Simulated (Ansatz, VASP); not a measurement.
Two plane-wave programs on Ge

```xyz
5
Lattice="2.7367 0.0000 0.0000 0.0000 5.5766 0.0000 0.0000 0.0000 7.0900" Properties=species:S:1:pos:R:3 pbc="T T T"
Ge    1.3684    4.2673    2.2318
Ge    1.3684    1.3094    2.2318
Ge    1.3684    4.2673    4.8582
Ge    1.3684    1.3094    4.8582
Ge    1.3684    2.7883    0.0000
```

Alike in both runs: functional PBE; k mesh 6 × 4 × 4; occupations gaussian, width 0.1 eV; no spin polarisation.

Ansatz relaxed the structure, and its values are those at the end. VASP's run is a single point on that final structure, the one shown.

|  | VASP | Ansatz |
| --- | --- | --- |
| version | VASP 6.6.1 | Ansatz 0.2.0 |
| potentials or method | VASP PAW PBE potentials, release 64 (Ge_d), cutoff 520 eV | scalar-relativistic, plane waves, PAW |
| valence electrons in the cell | 70 | 70 |

|  | VASP | Ansatz | Ansatz less VASP |
| --- | --- | --- | --- |
| gap on the k mesh at the Fermi level (eV) | none | none | - |
| pressure (GPa) | 0.0 | 0.0 | -0.01 |
| rms of the force components (eV/Å) | 0.003 | 0.003 | -0.0003 |

A gap of «none» marks a metal or a gap that the smearing closes.

The k mesh is coarse, so the values compare programs but aren't converged.
